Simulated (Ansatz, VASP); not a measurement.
**One calculation of Te, two programs**

```
CELL_PARAMETERS angstrom
4.45800 -0.06687 -0.06687
-2.28691 3.89418 -0.02448
-0.08887 -0.08887 5.92500
ATOMIC_POSITIONS crystal
Te 0.74500 0.00000 0.33333
Te 0.00000 0.74500 0.66667
Te 0.25500 0.25500 0.00000
```

Change from the starting cell: equal xy, yz and zx shear strains of -3 %, crystal datasets.

Alike in both runs: task electric field gradients; functional PBE; k mesh 9 × 9 × 6; occupations fermi-dirac, width 0.08 eV; no spin polarisation.

|  | VASP | Ansatz |
| --- | --- | --- |
| version | VASP 6.6.1 | Ansatz 0.2.0 |
| potentials or method | VASP PAW PBE potentials, release 64 (Te), cutoff 520 eV | all-electron PAW with datasets made for the crystal, scalar-relativistic |

|  | VASP | Ansatz | Ansatz less VASP |
| --- | --- | --- | --- |
| pressure (GPa) | 3.3 | 3.3 | -0.03 |
| traceless stress, the component that is largest in VASP (GPa) | 1.65 | 1.65 | -0.004 |
| rms of the force components (eV/Å) | 0.404 | 0.390 | -0.0134 |
| size of Vzz on the site where it differs most (V/Å²) | 585.1 | 610.9 | +25.82 |

Atom by atom the forces differ by 0.014 eV/Å (rms over components). Ansatz ran all-electron here, and VASP with PAW potentials.

Neither program's run includes spin-orbit coupling.
